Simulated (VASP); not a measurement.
# Pd in VASP: further runs, part 2 of 2

VASP 6.6.1. The steps go on from the part before.

## Step 3: Single point, PBE (atoms moved at random)

INCAR

```
PREC = Accurate ; ENCUT = 520
EDIFF = 1E-7 ; ISMEAR = -1
SIGMA = 0.05 ; LREAL = False
LASPH = True ; NELM = 60
ALGO = Fast ; ISIF = 2
LWAVE = False ; LCHARG = False
GGA = PE ; NBANDS = 28
```

KPOINTS

```
Automatic mesh
0
Gamma
  11 11 3
```

POSCAR

```
Pd
1.0
    2.7625616691      0.0000000000      0.0000000000
   -1.3812808346      2.3924485850      0.0000000000
    0.0000000000      0.0000000000      9.1183940900
Pd
4
Direct
    0.6564510000      0.3288310000      0.7487340000
   -0.0000360000      0.0100860000      0.5012050000
    0.3415370000      0.6798650000      0.2517530000
    0.0018860000     -0.0026890000     -0.0010740000
```

Potentials or basis: VASP PAW PBE potentials, release 64 (Pd).

Run with:

```sh
$ cat potpaw_PBE.64/Pd/POTCAR > POTCAR
$ mpirun -np 1 vasp_std > vasp.out
```

OUTCAR:

```text
PREC = Accurate
   ENCUT = 520
   EDIFF = 1E-7
   ISMEAR = -1
   LREAL = False
   LASPH = True
   NELM = 60
   ISIF = 2
   GGA = PE

 ion  position               nearest neighbor table
   1  0.656  0.329  0.749-   2 2.75   2 2.76   4 2.77   2 2.78   4 2.79   4 2.80
   2  1.000  0.010  0.501-   1 2.75   1 2.76   3 2.77   3 2.78   1 2.78   3 2.79
   3  0.342  0.680  0.252-   2 2.77   2 2.78   2 2.79   4 2.79   4 2.79   4 2.83
   4  0.002  0.997  0.999-   1 2.77   1 2.79   3 2.79   3 2.79   1 2.80   3 2.83

  LATTYP: Found a hexagonal cell.
 ALAT       =     2.7625616691
 C/A-ratio  =     3.3007024574

  Lattice vectors:

 A1 = (   2.7625616691,   0.0000000000,   0.0000000000)
 A2 = (  -1.3812808346,   2.3924485850,   0.0000000000)
 A3 = (   0.0000000000,   0.0000000000,   9.1183940900)

Analysis of symmetry for initial positions (statically):
=====================================================================
 Subroutine PRICEL returns:
 Original cell was already a primitive cell.

 Routine SETGRP: Setting up the symmetry group for a
 hexagonal supercell.

 Subroutine GETGRP returns: Found  1 space group operations
[... 169 lines left out ...]

 E-fermi :   9.4534     XC(G=0): -13.0518

 val. band max:        9.4495678370   @ k =  -0.2727   0.2727   0.0000
 cond. band min:       9.4536970548   @ k =   0.4545   0.0909   0.0000
 fundamental gap:      0.0041292177
 Fermi energy:         9.4534420478

 k-point     1 :       0.0000    0.0000    0.0000
  band No.  band energies     occupation
      1       2.4514      2.00000
      2       4.0838      2.00000
      3       4.0913      2.00000
      4       4.2924      2.00000
      5       6.6097      2.00000
      6       6.6228      2.00000
[... 733 lines left out ...]
     27      24.4515      0.00000
     28      24.6129      0.00000

 [... further k-points ...]

------------------------ aborting loop because EDIFF is reached ----------------------------------------

  FORCE on cell =-STRESS in cart. coord.  units (eV):
  Direction    XX          YY          ZZ          XY          YZ          ZX
  --------------------------------------------------------------------------------------
  -------------------------------------------------------------------------------------
  Total        1.3547398      1.1635341      1.1088195      0.0626680      0.0087571      0.0027740
  in kB       36.0158363     30.9326231     29.4780316      1.6660318      0.2328088      0.0737464
  external PRESSURE =      32.1421637 kB  Pullay stress =       0.0000000 kB

 VOLUME and BASIS-vectors are now :
 -----------------------------------------------------------------------------
  energy-cutoff  :      520.00
  volume of cell :       60.27
      direct lattice vectors                 reciprocal lattice vectors
     2.762561669  0.000000000  0.000000000     0.361982869  0.208990907  0.000000000
    -1.381280835  2.392448585  0.000000000     0.000000000  0.417981814  0.000000000
     0.000000000  0.000000000  9.118394090     0.000000000  0.000000000  0.109668434

 POSITION                                       TOTAL-FORCE (eV/Angst)
 -----------------------------------------------------------------------------------
      1.35928      0.78671      6.82725         0.025940      0.022465      0.120297
      2.74853      0.02413      4.57018         0.009337     -0.025662     -0.092066
      0.00443      1.62654      2.29558        -0.004831     -0.021602     -0.140056
     -1.37236      2.38602      9.10860        -0.030446      0.024799      0.111825
 -----------------------------------------------------------------------------------
    total drift:                               -0.000010      0.000036      0.000032

  FREE ENERGIE OF THE ION-ELECTRON SYSTEM (eV)
  ---------------------------------------------------
  free  energy   TOTEN  =       -20.8100735632 eV

  energy  without entropy=      -20.7243887728  energy(sigma->0) =      -20.76723117
```

OSZICAR:

```text
N       E                     dE             d eps       ncg     rms          rms(c)
DAV:   1     0.262458953696E+03    0.26246E+03   -0.20190E+04 10192   0.139E+03
DAV:   2    -0.149461420075E+02   -0.27741E+03   -0.26467E+03 10632   0.322E+02
DAV:   3    -0.218392385712E+02   -0.68931E+01   -0.67603E+01 11616   0.547E+01
DAV:   4    -0.219011512162E+02   -0.61913E-01   -0.61879E-01 11200   0.507E+00
DAV:   5    -0.219021899522E+02   -0.10387E-02   -0.10387E-02 11192   0.712E-01    0.147E+01
RMM:   6    -0.208561739601E+02    0.10460E+01   -0.27787E+00 10198   0.113E+01    0.723E+00
RMM:   7    -0.209113846890E+02   -0.55211E-01   -0.14939E-01 10664   0.217E+00    0.473E+00
RMM:   8    -0.209993185402E+02   -0.87934E-01   -0.15668E-01 11646   0.236E+00    0.522E+00
RMM:   9    -0.209269547737E+02    0.72364E-01   -0.10544E-01 11332   0.193E+00    0.334E+00
RMM:  10    -0.208117819608E+02    0.11517E+00   -0.54476E-02 10392   0.144E+00    0.461E-01
RMM:  11    -0.208104055348E+02    0.13764E-02   -0.21543E-03 10665   0.219E-01    0.261E-01
RMM:  12    -0.208105620561E+02   -0.15652E-03   -0.32573E-04 11011   0.106E-01    0.277E-01
RMM:  13    -0.208101281977E+02    0.43386E-03   -0.93597E-05 10988   0.553E-02    0.985E-02
RMM:  14    -0.208100770606E+02    0.51137E-04   -0.32317E-05 11171   0.310E-02    0.320E-02
RMM:  15    -0.208100736578E+02    0.34028E-05   -0.79982E-06 11416   0.158E-02    0.141E-02
RMM:  16    -0.208100735713E+02    0.86494E-07   -0.21079E-06 11121   0.869E-03    0.213E-03
RMM:  17    -0.208100735632E+02    0.80408E-08   -0.68630E-07 10200   0.414E-03
   1 F= -.20810074E+02 E0= -.20767231E+02  d E =-.856848E-01
```

It took 7.4 min on 1 thread of Intel Xeon 8259CL, shared host; peak memory 0.36 GiB.

Results:

- Free energy: -20.8101 eV
- Pressure: 3.2 GPa
- Largest force: 0.142 eV/Å
- Band gap on the k mesh: zero (bands 20 and 21 overlap by 0.87 eV)

Forces in eV/Å, atoms in the order of the input:
```
Pd   0.026  0.022  0.120
Pd   0.009 -0.026 -0.092
Pd  -0.005 -0.022 -0.140
Pd  -0.030  0.025  0.112
```

Levels at points of the mesh, in eV from the Fermi level:
```
           k point  band 18  band 19  band 20  band 21  band 22  band 23
(0.00, 0.00, 0.00)    -1.04    -1.03    -0.71    -0.68    -0.18    -0.11
```

Caveat: the cell differs from its parent crystal (atoms moved at random); the cell stands under pressure.

## Step 4: Single point, LDA

This run uses another cell than the first one, of 15.07 Å³/atom.

INCAR

```
PREC     = Accurate       # precision mode
ENCUT    = 520            # plane-wave cutoff, eV
EDIFF    = 1E-6           # SCF threshold, eV
ISMEAR   = -1             # smearing method
SIGMA    = 0.05           # smearing width, eV
LREAL    = False          # projectors in reciprocal space
LASPH    = True           # aspherical terms in the spheres
NELM     = 60             # most SCF steps
ALGO     = Normal         # electronic algorithm
ISIF     = 2              # what is computed and relaxed
LWAVE    = False          # write WAVECAR
LCHARG   = True           # write CHGCAR
GGA      = CA             # functional
LELF     = True           # ELF
LVHAR    = True         
NBANDS   = 28             # bands
```

KPOINTS

```
regular mesh
0
Gamma
  11 11 3
```

POSCAR

```
Pd
1.0
    2.7625616691      0.0000000000      0.0000000000
   -1.3812808346      2.3924485850      0.0000000000
    0.0000000000      0.0000000000      9.1183940900
Pd
4
Direct
    0.6666666667      0.3333333333      0.7500000000
    0.0000000000      0.0000000000      0.5000000000
    0.3333333333      0.6666666667      0.2500000000
    0.0000000000      0.0000000000      0.0000000000
```

Potentials or basis: VASP PAW LDA potentials, release 64 (Pd).

Run with:

```sh
$ cat potpaw_LDA.64/Pd/POTCAR > POTCAR
$ mpirun -np 1 vasp_std > vasp.out
```

Wall time 73 s (1 thread of Intel Xeon 8259CL, shared host); peak memory 0.18 GiB.

Results (log left out):

```yaml
Free_energy: -25.7903 eV
Pressure: -11.3 GPa
Band_gap_on_the_k_mesh: zero (bands 20 and 21 overlap by 0.88 eV)
```

Stress tensor (GPa, compression positive):
```
-11.22   0.00   0.00
  0.00 -11.22   0.00
  0.00   0.00 -11.51
```

Levels at points of the mesh, in eV from the Fermi level:
| k point | band 18 | band 19 | band 20 | band 21 | band 22 | band 23 |
| --- | --- | --- | --- | --- | --- | --- |
| (0.00, 0.00, 0.00) | -1.04 | -1.04 | -0.70 | -0.70 | -0.13 | -0.13 |

Caveat: the cell stands under tension.

## Step 5: Summary

| level | potentials or basis | cell | gap on the mesh (eV) | pressure (GPa) |
| --- | --- | --- | --- | --- |
| PBE | VASP PAW PBE potentials, release 64 (Pd) | a = 2.817, b = 2.817, c = 9.297 Å, angles 90.0, 90.0, 120.0°, 4 atoms, atomic positions A | none | -6.0 |
| PBE | VASP PAW PBE potentials, release 64 (Pd) | a = 2.763, b = 2.763, c = 9.118 Å, angles 90.0, 90.0, 120.0°, 4 atoms, atomic positions B | none | 3.2 |
| LDA | VASP PAW LDA potentials, release 64 (Pd) | a = 2.763, b = 2.763, c = 9.118 Å, angles 90.0, 90.0, 120.0°, 4 atoms, atomic positions A | none | -11.3 |

Alike in all rows: task single point; no spin polarisation; k mesh 11 × 11 × 3; cutoff (eV) 520; smearing fermi-dirac 0.05 eV.

Caveats: the cell stands under tension (at least some runs); the cell stands under pressure (at least some runs).

Absolute energies hang on the potentials; compare differences alone.
